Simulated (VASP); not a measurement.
# C (Fd-3m) in VASP: single point with LDA

Aim: the single point of C with LDA.

All numbers are computed with VASP 6.6.1; they aren't measurements. Logs are shortened: lines on timing, memory, paths and dates and some standing lists are left out, and cuts for length are marked.

### 1 The cell of the first run

It takes space group Fd-3m (No. 227, cubic). The conventional cell has a = 3.532 Å, b = 3.532 Å, c = 3.532 Å, α = 90.00°, β = 90.00°, γ = 90.00°. Within 2.0 Å of C (site symmetry -43m) lie 4 C at 1.53 Å.

### 2 Single point, LDA

Input file INCAR:

```
SYSTEM = C
PREC = Accurate
ENCUT = 1300
EDIFF = 1E-6
ISMEAR = 0
SIGMA = 0.01
LREAL = .FALSE.
LASPH = .TRUE.
NELM = 120
ALGO = Normal
ISIF = 2
LWAVE = .FALSE.
LCHARG = .FALSE.
NBANDS = 26
GGA_COMPAT = .FALSE.
```

Input file KPOINTS:

```
regular mesh
0
G
  6 6 6
  0 0 0
```

Input file POSCAR:

```
C
1.0
    3.5318921719      0.0000000000      0.0000000000
    0.0000000000      3.5318921719      0.0000000000
    0.0000000000      0.0000000000      3.5318921719
C
8
Direct
    0.0000000000      0.0000000000      0.0000000000
    0.0000000000      0.5000000000      0.5000000000
    0.5000000000      0.0000000000      0.5000000000
    0.5000000000      0.5000000000      0.0000000000
    0.2500000000      0.2500000000      0.2500000000
    0.2500000000      0.7500000000      0.7500000000
    0.7500000000      0.2500000000      0.7500000000
    0.7500000000      0.7500000000      0.2500000000
```

Potentials or basis: VASP PAW LDA potentials, release 64 (C_h).

On the command line:

```
cat potpaw_LDA.64/C_h/POTCAR > POTCAR
mpirun -np 1 vasp_std > vasp.out
```

OUTCAR:

```text
SYSTEM = C
   PREC = Accurate
   ENCUT = 1300
   EDIFF = 1E-6
   ISMEAR = 0
   LREAL = .FALSE.
   LASPH = .TRUE.
   NELM = 120
   ISIF = 2

 ion  position               nearest neighbor table
   1  0.000  0.000  0.000-
   2  0.000  0.500  0.500-
   3  0.500  0.000  0.500-
   4  0.500  0.500  0.000-
   5  0.250  0.250  0.250-
   6  0.250  0.750  0.750-
   7  0.750  0.250  0.750-
   8  0.750  0.750  0.250-

  LATTYP: Found a simple cubic cell.
 ALAT       =     3.5318921719

  Lattice vectors:

 A1 = (   3.5318921719,   0.0000000000,   0.0000000000)
 A2 = (   0.0000000000,   3.5318921719,   0.0000000000)
 A3 = (   0.0000000000,   0.0000000000,   3.5318921719)

Analysis of symmetry for initial positions (statically):
=====================================================================
 Subroutine PRICEL returns following result:

  LATTYP: Found a face centered cubic cell.
 ALAT       =     3.5318921719

  Lattice vectors:

 A1 = (   1.7659460859,  -1.7659460859,   0.0000000000)
 A2 = (   1.7659460859,   0.0000000000,   1.7659460859)
 A3 = (   0.0000000000,  -1.7659460859,   1.7659460859)

   4 primitive cells build up your supercell.

 Routine SETGRP: Setting up the symmetry group for a
 simple cubic supercell.

 Subroutine GETGRP returns: Found 48 space group operations
 (whereof 24 operations were pure point group operations)
 out of a pool of 48 trial point group operations.

The static configuration has the point symmetry T_d .
 The point group associated with its full space group is O_h .

Analysis of symmetry for dynamics (positions and initial velocities):
=====================================================================
 Subroutine PRICEL returns following result:

  LATTYP: Found a face centered cubic cell.
 ALAT       =     3.5318921719

  Lattice vectors:

 A1 = (   1.7659460859,  -1.7659460859,   0.0000000000)
 A2 = (   1.7659460859,   0.0000000000,   1.7659460859)
 A3 = (   0.0000000000,  -1.7659460859,   1.7659460859)

   4 primitive cells build up your supercell.

 Routine SETGRP: Setting up the symmetry group for a
 simple cubic supercell.

 Subroutine GETGRP returns: Found 48 space group operations
 (whereof 24 operations were pure point group operations)
 out of a pool of 48 trial point group operations.

The dynamic configuration has the point symmetry T_d .
 The point group associated with its full space group is O_h .

 Subroutine INISYM returns: Found 48 space group operations
 (whereof 24 operations are pure point group operations),
 and found     4 'primitive' translations

----------------------------------------------------------------------------------------

                                     Primitive cell

  volume of cell :      11.0144

  direct lattice vectors                    reciprocal lattice vectors
     1.765946086 -1.765946086  0.000000000     0.283134352 -0.283134352 -0.283134352
     1.765946086  0.000000000  1.765946086     0.283134352  0.283134352  0.283134352
     0.000000000 -1.765946086  1.765946086    -0.283134352 -0.283134352  0.283134352

  length of vectors
     2.497424905  2.497424905  2.497424905     0.490403082  0.490403082  0.490403082

  position of ions in fractional coordinates (direct lattice)
     0.000000000  0.000000000  0.000000000
     0.750000000  0.750000000  0.750000000

  ion indices of the primitive-cell ions
   primitive index   ion index
                 1           1
                 2           5

----------------------------------------------------------------------------------------

 KPOINTS: regular mesh

Automatic generation of k-mesh.
 Grid dimensions read from file:
 generate k-points for:    6    6    6

 Generating k-lattice:

  Cartesian coordinates                     Fractional coordinates (reciprocal lattice)
     0.047189059  0.000000000  0.000000000     0.166666667  0.000000000  0.000000000
     0.000000000  0.047189059  0.000000000     0.000000000  0.166666667  0.000000000
     0.000000000  0.000000000  0.047189059     0.000000000  0.000000000  0.166666667

  Length of vectors
     0.047189059  0.047189059  0.047189059

  Shift w.r.t. Gamma in fractional coordinates (k-lattice)
     0.000000000  0.000000000  0.000000000

 Subroutine IBZKPT returns following result:
 ===========================================

 Found     20 irreducible k-points:

 Following reciprocal coordinates:
            Coordinates               Weight
  0.000000  0.000000  0.000000      1.000000
  0.166667  0.000000  0.000000      6.000000
  0.333333  0.000000  0.000000      6.000000
  0.500000  0.000000  0.000000      3.000000
  0.166667  0.166667  0.000000     12.000000
  0.333333  0.166667  0.000000     24.000000
[... 12 lines left out ...]
  0.500000  0.500000  0.333333      6.000000
  0.500000  0.500000  0.500000      1.000000
   k-points           NKPTS =     20   k-points in BZ     NKDIM =     20   number of bands    NBANDS=     26
   number of dos      NEDOS =    301   number of ions     NIONS =      8
   total plane-waves  NPLWV =  74088
   dimension x,y,z NGX =    42 NGY =   42 NGZ =   42
   dimension x,y,z NGXF=    84 NGYF=   84 NGZF=   84
   ions per type =               8
   NGX,Y,Z   is equivalent  to a cutoff of  19.77, 19.77, 19.77 a.u.
   NGXF,Y,Z  is equivalent  to a cutoff of  39.54, 39.54, 39.54 a.u.
 SYSTEM =  C
   PREC   = accura    normal or accurate (medium, high low for compatibility)
   ISTART =      0    job   : 0-new  1-cont  2-samecut
   ICHARG =      2    charge: 1-file 2-atom 10-const
   ISPIN  =      1    spin polarized calculation?
   LNONCOLLINEAR =      F non collinear calculations
   LSORBIT =      F    spin-orbit coupling
   LASPH  =      T    aspherical Exc in radial PAW
   ENCUT  = 1300.0 eV  95.55 Ry    9.77 a.u.  10.38 10.38 10.38*2*pi/ulx,y,z
   NELM   =    120;   NELMIN=  2; NELMDL= -5     # of ELM steps
   EDIFF  = 0.1E-05   stopping-criterion for ELM
   LREAL  =      F    real-space projection
   EDIFFG = 0.1E-04   stopping-criterion for IOM
   NSW    =      0    number of steps for IOM
   IBRION =     -1    ionic relax: 0-MD 1-quasi-New 2-CG
   NFREE  =      0    steps in history (QN), initial steepest desc. (CG)
   ISIF   =      2    stress and relaxation
   ISYM   =      2    0-nonsym 1-usesym 2-fastsym
   POTIM  = 0.5000    time-step for ionic-motion
   TEBEG  =    0.0;   TEEND  =   0.0 temperature during run
   PSTRESS=    0.0 pullay stress
   NELECT =      32.0000    total number of electrons
   NUPDOWN=      -1.0000    fix difference up-down
   EMIN   =  10.00;   EMAX   =-10.00  energy-range for DOS
   EFERMI =   0.00;   METHOD = LEGACY
   ISMEAR =     0;   SIGMA  =   0.01  broadening in eV -4-tet -1-fermi 0-gaus
   EFERMI_NEDOS =   21; number of points for ismear=-14 and -15
   IALGO  =     38    algorithm
   IMIX   =      4    mixing-type and parameters
     AMIX     =   0.40;   BMIX     =  1.00
     AMIX_MAG =   1.60;   BMIX_MAG =  1.00
  volume/ion in A,a.u.               =       5.51        37.16
  Fermi-wavevector in a.u.,A,eV,Ry     =   1.471581  2.780884 29.464089  2.165549
  Thomas-Fermi vector in A             =   2.586699
   LORBIT       =      0    0 simple, 1 ext, 2 COOP (PROOUT), +10 PAW based schemes
   GGA     = CA    functional components
   LHFCALC =     F    Hartree Fock is set to
   AEXX    =    0.0000 exact exchange contribution
   IVDW    =     0    specifies the selected vdW correction
   LEPSILON=     F    determine dielectric tensor
   LRPA    =     F    only Hartree local field effects (RPA)
 non-spin polarized calculation
 Gauss-broadening in eV      SIGMA  =   0.01
  energy-cutoff  :     1300.00
  volume of cell :       44.06
 maximum number of plane-waves:      4710
 NGX is ok and might be reduce to    42
   NGX = 21   NGY = 21   NGZ = 21

 number of electron      31.9999999 magnetization

 Free energy of the ion-electron system (eV)
  ---------------------------------------------------
  ext. energy  EPLUGINS =         0.00000000
  ---------------------------------------------------
  free energy    TOTEN  =       -81.06982110 eV

  energy without entropy =      -81.06982110  energy(sigma->0) =      -81.06982110

 E-fermi :  11.4598     XC(G=0): -13.7966

 val. band max:       11.3355881669   @ k =   0.0000   0.0000   0.0000
 cond. band min:      15.5342385694   @ k =   0.3333   0.0000   0.0000
 fundamental gap:      4.1986504025
 Fermi energy:        11.4597618294

 k-point     1 :       0.0000    0.0000    0.0000
  band No.  band energies     occupation
      1     -10.3806      2.00000
      2      -1.4852      2.00000
      3      -1.4852      2.00000
      4      -1.4852      2.00000
      5      -1.4852      2.00000
      6      -1.4852      2.00000
[... 18 lines left out ...]
     25      16.9618      0.00000
     26      25.5630      0.00000

 k-point     2 :       0.1667    0.0000    0.0000
  band No.  band energies     occupation
      1     -10.1195      2.00000
      2      -4.0666      2.00000
      3      -1.3128      2.00000
      4      -1.3128      2.00000
      5      -1.3128      2.00000
      6      -1.3128      2.00000
[... 18 lines left out ...]
     25      18.1250      0.00000
     26      25.5956      0.00000

 k-point     3 :       0.3333    0.0000    0.0000
  band No.  band energies     occupation
      1      -9.3396      2.00000
      2      -6.2805      2.00000
      3      -0.8864      2.00000
      4      -0.8864      2.00000
      5      -0.8864      2.00000
      6      -0.8864      2.00000
[... 18 lines left out ...]
     25      20.4795      0.00000
     26      24.4741      0.00000

 k-point     4 :       0.5000    0.0000    0.0000
  band No.  band energies     occupation
      1      -8.0522      2.00000
      2      -8.0522      2.00000
      3      -0.6015      2.00000
      4      -0.6015      2.00000
      5      -0.6015      2.00000
      6      -0.6015      2.00000
[... 18 lines left out ...]
     25      23.0898      0.00000
     26      23.0902      0.00000

 k-point     5 :       0.1667    0.1667    0.0000
  band No.  band energies     occupation
      1      -9.8590      2.00000
      2      -3.8429      2.00000
      3      -3.8429      2.00000
      4      -1.3352      2.00000
      5      -1.0229      2.00000
      6       1.3574      2.00000
[... 18 lines left out ...]
     25      19.3072      0.00000
     26      25.7444      0.00000

 k-point     6 :       0.3333    0.1667    0.0000
  band No.  band energies     occupation
      1      -9.0813      2.00000
      2      -6.0362      2.00000
      3      -3.2006      2.00000
      4      -1.4923      2.00000
      5      -0.3983      2.00000
      6       1.1633      2.00000
[... 311 lines left out ...]
 k-point    17 :       0.3333    0.3333    0.3333
  band No.  band energies     occupation
      1      -7.2996      2.00000
      2      -4.4609      2.00000
      3      -4.4609      2.00000
      4      -4.4609      2.00000
      5      -0.8873      2.00000
      6      -0.8873      2.00000
[... 18 lines left out ...]
     25      22.1723      0.00000
     26      22.9954      0.00000

 k-point    18 :       0.5000    0.3333    0.3333
  band No.  band energies     occupation
      1      -6.0690      2.00000
      2      -6.0690      2.00000
      3      -3.9133      2.00000
      4      -3.9133      2.00000
      5      -1.8686      2.00000
      6      -1.8686      2.00000
[... 18 lines left out ...]
     25      21.2176      0.00000
     26      21.2176      0.00000

 k-point    19 :       0.5000    0.5000    0.3333
  band No.  band energies     occupation
      1      -4.9394      2.00000
      2      -4.9394      2.00000
      3      -4.9394      2.00000
      4      -4.9394      2.00000
      5      -1.3277      2.00000
      6      -1.3277      2.00000
[... 18 lines left out ...]
     25      21.2941      0.00000
     26      21.2941      0.00000

 k-point    20 :       0.5000    0.5000    0.5000
  band No.  band energies     occupation
      1      -4.3687      2.00000
      2      -4.3687      2.00000
      3      -4.3687      2.00000
      4      -4.3687      2.00000
      5      -2.3556      2.00000
      6      -2.3556      2.00000
[... 18 lines left out ...]
     25      20.7520      0.00000
     26      20.7520      0.00000

------------------------ aborting loop because EDIFF is reached ----------------------------------------

  FORCE on cell =-STRESS in cart. coord.  units (eV):
  Direction    XX          YY          ZZ          XY          YZ          ZX
  --------------------------------------------------------------------------------------
  -------------------------------------------------------------------------------------
  Total        0.2348837      0.2348837      0.2348837     -0.0000000     -0.0000000     -0.0000000
  in kB        8.5416389      8.5416389      8.5416389     -0.0000000     -0.0000000     -0.0000000
  external PRESSURE =       8.5416389 kB  Pullay stress =       0.0000000 kB

 VOLUME and BASIS-vectors are now :
 -----------------------------------------------------------------------------
  energy-cutoff  :     1300.00
  volume of cell :       44.06
      direct lattice vectors                 reciprocal lattice vectors
     3.531892172  0.000000000  0.000000000     0.283134352  0.000000000  0.000000000
     0.000000000  3.531892172  0.000000000     0.000000000  0.283134352  0.000000000
     0.000000000  0.000000000  3.531892172     0.000000000  0.000000000  0.283134352

 POSITION                                       TOTAL-FORCE (eV/Angst)
 -----------------------------------------------------------------------------------
      0.00000      0.00000      0.00000        -0.000000     -0.000000     -0.000000
      0.00000      1.76595      1.76595        -0.000000     -0.000000     -0.000000
      1.76595      0.00000      1.76595        -0.000000     -0.000000     -0.000000
      1.76595      1.76595      0.00000        -0.000000      0.000000     -0.000000
      0.88297      0.88297      0.88297         0.000000      0.000000      0.000000
      0.88297      2.64892      2.64892         0.000000     -0.000000      0.000000
      2.64892      0.88297      2.64892         0.000000      0.000000      0.000000
      2.64892      2.64892      0.88297         0.000000     -0.000000      0.000000
 -----------------------------------------------------------------------------------
    total drift:                                0.000000     -0.000000     -0.000000

  FREE ENERGIE OF THE ION-ELECTRON SYSTEM (eV)
  ---------------------------------------------------
  free  energy   TOTEN  =       -81.0698211003 eV

  energy  without entropy=      -81.0698211003  energy(sigma->0) =      -81.06982110
```

It took 33 s on 1 thread of AMD EPYC 9R45 (Zen 5), shared host; peak memory 0.19 GiB.

What came out:

```
Free energy            : -81.0698 eV
Pressure               : 0.9 GPa
Band gap on the k mesh : 4.20 eV
```
